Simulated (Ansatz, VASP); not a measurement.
**One calculation of O, two programs**

```
O
1.0
     3.89226    0.00000    0.00000
     0.00000    3.78946    0.00000
    -0.99666    0.00000    2.95341
O
4
Direct
  0.33297 0.69412 0.68129
  0.66703 0.69412 0.81871
  0.66703 0.30588 0.31871
  0.33297 0.30588 0.18130
```

Alike in both runs: task single point; functional PBEsol; k mesh 5 × 5 × 6; no spin polarisation.

|  | VASP | Ansatz |
| --- | --- | --- |
| version | VASP 6.6.1 | Ansatz 0.2.0 |
| potentials or method | VASP PAW PBE potentials, release 64 (O) | plane waves, PAW |
| plane-wave cutoff (eV) | 520 | 420 |
| occupations | gaussian, width 0.01 eV | fixed |
| valence electrons in the cell | 24 | 24 |

```csv
,VASP,Ansatz,Ansatz less VASP
gap on the k mesh at the Fermi level (eV),0.83,0.83,+0.002
```

VASP's potentials were made for PBE, not for PBEsol. Ansatz's warnings: structure snapped to symmetry.

Noted on VASP's run: the standard files for N, O and F lose accuracy on very short bonds; spin is off for a triplet molecule.
